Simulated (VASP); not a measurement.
# SiC (P6_3mc) in VASP: notebook, part 3 of 3

VASP 6.6.1. Earlier steps stand in the parts before.

### 5 Relaxation of cell and atoms, LDA

This run uses another cell than the first one, of 10.50 Å³/atom, 1.016 times its volume.

INCAR reads:

```
SYSTEM = SiC
PREC = Accurate ; ENCUT = 600
EDIFF = 1E-6 ; ISMEAR = -1
SIGMA = 0.02 ; LREAL = .False.
LASPH = .True. ; NELM = 80
ALGO = Normal ; ISIF = 3
LWAVE = .False. ; LCHARG = .False.
GGA = CA ; IBRION = 2
NSW = 80 ; EDIFFG = -0.005
```

KPOINTS reads:

```
Automatic mesh
0
Gamma
  12 12 2
  0 0 0
```

POSCAR reads:

```
SiC
1.0
    3.0940914225      0.0000000000      0.0000000000
   -1.5470457112      2.6795617735      0.0000000000
    0.0000000000      0.0000000000     10.1296046825
Si C
4 4
Direct
    0.6666666667      0.3333333333      0.9378481361
    0.3333333333      0.6666666667      0.4378481361
    0.0000000000      0.0000000000      0.6878946538
    0.0000000000      0.0000000000      0.1878946538
    0.6666666667      0.3333333333      0.7498045638
    0.3333333333      0.6666666667      0.2498045638
    0.0000000000      0.0000000000      0.5004516463
    0.0000000000      0.0000000000      0.0004516463
```

Potentials or basis: VASP PAW LDA potentials, release 64 (Si, C).

Command:

```
cat potpaw_LDA.64/Si/POTCAR potpaw_LDA.64/C/POTCAR > POTCAR
mpirun -np 1 vasp_std > vasp.out
```

OUTCAR:

```text
SYSTEM = SiC
   PREC = Accurate
   ENCUT = 600
   EDIFF = 1E-6
   ISMEAR = -1
   LREAL = .False.
   LASPH = .True.
   NELM = 80
   ISIF = 3
   GGA = CA
   IBRION = 2
   NSW = 80
   EDIFFG = -0.005

 ion  position               nearest neighbor table
   1  0.667  0.333  0.938-   8 1.90   8 1.90   8 1.90   5 1.90   3 3.10   3 3.10   3 3.10   4 3.10
                             4 3.10   4 3.10
   2  0.333  0.667  0.438-   7 1.90   7 1.90   7 1.90   6 1.90   4 3.10   4 3.10   4 3.10   3 3.10
                             3 3.10   3 3.10
   3  0.000  0.000  0.688-   5 1.89   5 1.89   5 1.89   7 1.90   1 3.10   1 3.10   1 3.10   2 3.10
                             2 3.10   2 3.10
   4  0.000  0.000  0.188-   6 1.89   6 1.89   6 1.89   8 1.90   2 3.10   2 3.10   2 3.10   1 3.10
                             1 3.10   1 3.10
   5  0.667  0.333  0.750-   3 1.89   3 1.89   3 1.89   1 1.90
   6  0.333  0.667  0.250-   4 1.89   4 1.89   4 1.89   2 1.90
   7  0.000  0.000  0.500-   2 1.90   2 1.90   2 1.90   3 1.90
   8  0.000  0.000  0.000-   1 1.90   1 1.90   1 1.90   4 1.90

  LATTYP: Found a hexagonal cell.
 ALAT       =     3.0940914225
 C/A-ratio  =     3.2738543564

  Lattice vectors:

 A1 = (   3.0940914225,   0.0000000000,   0.0000000000)
[... 195 lines left out ...]

  FORCE on cell =-STRESS in cart. coord.  units (eV):
  Direction    XX          YY          ZZ          XY          YZ          ZX
  --------------------------------------------------------------------------------------
  -------------------------------------------------------------------------------------
  Total       -3.8229825     -3.8229825     -3.7752002     -0.0000000      0.0000000     -0.0000000
  in kB      -72.9328991    -72.9328991    -72.0213337     -0.0000000      0.0000000     -0.0000000
  external PRESSURE =     -72.6290440 kB  Pullay stress =       0.0000000 kB
[... 197 lines left out ...]
--------------------------------------- Ionic step        6  -------------------------------------------

 number of electron      31.9999998 magnetization

 Free energy of the ion-electron system (eV)
  ---------------------------------------------------
  ext. energy  EPLUGINS =         0.00000000
  ---------------------------------------------------
  free energy    TOTEN  =       -66.59223181 eV

  energy without entropy =      -66.59223181  energy(sigma->0) =      -66.59223181

 E-fermi :   8.7847     XC(G=0): -11.6356

 val. band max:        8.3488309916   @ k =   0.0000   0.0000   0.0000
 cond. band min:      10.5213465112   @ k =   0.5000  -0.0000   0.0000
 fundamental gap:      2.1725155195
 Fermi energy:         8.7846566941

 k-point     1 :       0.0000    0.0000    0.0000
  band No.  band energies     occupation
      1      -7.1952      2.00000
      2      -5.9940      2.00000
      3      -5.9577      2.00000
      4      -3.5054      2.00000
      5      -0.3891      2.00000
      6       3.9549      2.00000
[... 565 lines left out ...]
     20      13.2180      0.00000
     21      14.5821      0.00000

 [... further k-points ...]
[... 5 lines left out ...]
  --------------------------------------------------------------------------------------
  -------------------------------------------------------------------------------------
  Total       -0.0006552     -0.0006552      0.0031672     -0.0000000      0.0000000     -0.0000000
  in kB       -0.0129309     -0.0129309      0.0625035     -0.0000000      0.0000000     -0.0000000
  external PRESSURE =       0.0122139 kB  Pullay stress =       0.0000000 kB
[... 23 lines left out ...]
  FREE ENERGIE OF THE ION-ELECTRON SYSTEM (eV)
  ---------------------------------------------------
  free  energy   TOTEN  =       -66.5922318096 eV

  energy  without entropy=      -66.5922318096  energy(sigma->0) =      -66.59223181

 reached required accuracy - stopping structural energy minimisation
```

OSZICAR:

```text
N       E                     dE             d eps       ncg     rms          rms(c)
DAV:   1     0.971610223410E+02    0.97161E+02   -0.16312E+04  1596   0.155E+03
DAV:   2    -0.660458831515E+02   -0.16321E+03   -0.15503E+03  2249   0.231E+02
DAV:   3    -0.743363818648E+02   -0.82905E+01   -0.82425E+01  1979   0.534E+01
[... 43 lines left out ...]
       N       E                     dE             d eps       ncg     rms          rms(c)
DAV:   1    -0.665922367829E+02   -0.17903E-04   -0.38605E-04  1826   0.135E-01    0.162E-02
DAV:   2    -0.665922334629E+02    0.33200E-05   -0.16629E-05  1891   0.269E-02    0.907E-03
DAV:   3    -0.665922319037E+02    0.15592E-05   -0.31632E-06  1566   0.109E-02    0.235E-03
DAV:   4    -0.665922318096E+02    0.94049E-07   -0.42202E-07   918   0.424E-03
   6 F= -.66592232E+02 E0= -.66592232E+02  d E =-.168199E-04
```

CONTCAR:

```text
SiC
   1.00000000000000
     3.0593667336959451   -0.0000000000006483   -0.0000000000000000
    -1.5296833667990952    2.6494893108580606    0.0000000000000000
    -0.0000000000000000   -0.0000000000000000   10.0159328049137404
  Si              C
     4     4
Direct
     0.6666666667000030    0.3333333332999970    0.9378476364306670
     0.3333333332999970    0.6666666667000030    0.4378476364306671
     0.0000000000000000    1.0000000000000000    0.6878863915894757
     1.0000000000000000    0.0000000000000000    0.1878863915894757
     0.6666666667000030    0.3333333332999970    0.7498068574923096
     0.3333333332999970    0.6666666667000030    0.2498068574923097
     1.0000000000000000    0.0000000000000000    0.5004581144875478
     0.0000000000000000    0.0000000000000000    0.0004581144875477

  0.00000000E+00  0.00000000E+00  0.00000000E+00
  0.00000000E+00  0.00000000E+00  0.00000000E+00
  0.00000000E+00  0.00000000E+00  0.00000000E+00
  0.00000000E+00  0.00000000E+00  0.00000000E+00
  0.00000000E+00  0.00000000E+00  0.00000000E+00
  0.00000000E+00  0.00000000E+00  0.00000000E+00
  0.00000000E+00  0.00000000E+00  0.00000000E+00
  0.00000000E+00  0.00000000E+00  0.00000000E+00
```

Wall time 5.6 min (1 thread of Intel Xeon Platinum 8259CL at 2.50GHz (Skylake/Cascade Lake), shared host); peak memory 0.23 GiB.

Results:

```
Free energy                            : -66.5922 eV
Relaxed volume                         : 10.15 Å³/atom
Relaxed cell                           : a = 3.059 Å, b = 3.059 Å, c = 10.016 Å, α = 90.00°, β = 90.00°, γ = 120.00°
Space group after relaxing (to 0.05 Å) : P6_3mc (No. 186)
Energy gained by relaxing              : 8.1 meV/atom
Ionic steps                            : 6
Pressure after relaxing                : 0.0 GPa
Band gap on the k mesh                 : 2.17 eV, indirect (least direct gap 3.30 eV)
```

The path:
```
step  energy change (eV)  largest force (eV/Å)  pressure (GPa)  volume (Å³)
   1              0.0000                0.0103           -7.26        83.98
   2              0.0112                0.0357            8.80        78.33
   3             -0.0651                0.0102           -0.05        81.21
   4             -0.0651                0.0107            0.10        81.15
   5             -0.0651                0.0099           -0.09        81.22
   6             -0.0651                0.0018            0.00        81.19
```

Final structure:
```yaml
crystal:
  lattice:
    - [3.05937, 0.00000, 0.00000]
    - [-1.52968, 2.64949, 0.00000]
    - [0.00000, 0.00000, 10.01593]
  atoms:
    - { symbol: Si, position: [0.66667, 0.33333, 0.93785] }
    - { symbol: Si, position: [0.33333, 0.66667, 0.43785] }
    - { symbol: Si, position: [0.00000, 0.00000, 0.68789] }
    - { symbol: Si, position: [0.00000, 0.00000, 0.18789] }
    - { symbol: C, position: [0.66667, 0.33333, 0.74981] }
    - { symbol: C, position: [0.33333, 0.66667, 0.24981] }
    - { symbol: C, position: [0.00000, 0.00000, 0.50046] }
    - { symbol: C, position: [0.00000, 0.00000, 0.00046] }
```

Levels at points of the mesh, in eV from the valence-band top:
| k point | band 12 | band 13 | band 14 | band 15 | band 16 | band 17 | band 18 | band 19 | band 20 | band 21 |
| --- | --- | --- | --- | --- | --- | --- | --- | --- | --- | --- |
| (0.00, 0.00, 0.00) | -0.59 | -0.59 | -0.05 | 0.00 | 0.00 | 5.21 | 5.78 | 6.42 | 6.55 | 6.98 |
| (0.50, 0.00, 0.00) | -2.42 | -2.39 | -2.24 | -1.60 | -1.13 | 2.17 | 2.30 | 4.18 | 4.77 | 5.27 |
| (0.00, 0.00, 0.50) | -1.05 | -0.21 | -0.21 | -0.21 | -0.21 | 5.42 | 5.42 | 6.90 | 6.90 | 7.06 |
| (0.50, 0.00, 0.50) | -3.06 | -2.54 | -2.54 | -1.57 | -1.57 | 2.58 | 2.58 | 4.17 | 4.17 | 6.15 |

A k mesh can miss the band edges. A hybrid or GW would open this gap; LDA tends to underestimate it.

### 6 The runs side by side

| task | level | potentials or basis | cell | k mesh | cutoff (eV) | smearing | gap on the mesh (eV) | pressure (GPa) | relaxed volume (Å³/atom) |
| --- | --- | --- | --- | --- | --- | --- | --- | --- | --- |
| single point | r2SCAN | VASP PAW PBE potentials, release 64 (Si, C) | a = 3.078, b = 3.078, c = 10.077 Å, angles 90.0, 90.0, 120.0°, 8 atoms | 12 × 12 × 4 | 520 | gaussian 0.01 eV | 2.61 | -0.2 | - |
| relaxation of cell and atoms | PBE | VASP PAW PBE potentials, release 64 (Si, C) | relaxed from a = 3.076, b = 3.076, c = 10.071 Å, angles 90.0, 90.0, 120.0°, 8 atoms | 12 × 12 × 2 | 600 | fermi-dirac 0.02 eV | 2.22 | 0.1 | 10.49 |
| relaxation of cell and atoms | PBEsol | VASP PAW PBE potentials, release 64 (Si, C) | relaxed from a = 3.094, b = 3.094, c = 10.130 Å, angles 90.0, 90.0, 120.0°, 8 atoms | 12 × 12 × 2 | 600 | fermi-dirac 0.02 eV | 2.11 | 0.0 | 10.34 |
| relaxation of cell and atoms | LDA | VASP PAW LDA potentials, release 64 (Si, C) | relaxed from a = 3.094, b = 3.094, c = 10.130 Å, angles 90.0, 90.0, 120.0°, 8 atoms | 12 × 12 × 2 | 600 | fermi-dirac 0.02 eV | 2.17 | 0.0 | 10.15 |

Alike in all rows: no spin polarisation.

Caveats: the PAW data sets were made with another functional, which shifts forces and pressure a little (some runs).

Absolute energies hang on the potentials; compare differences alone.
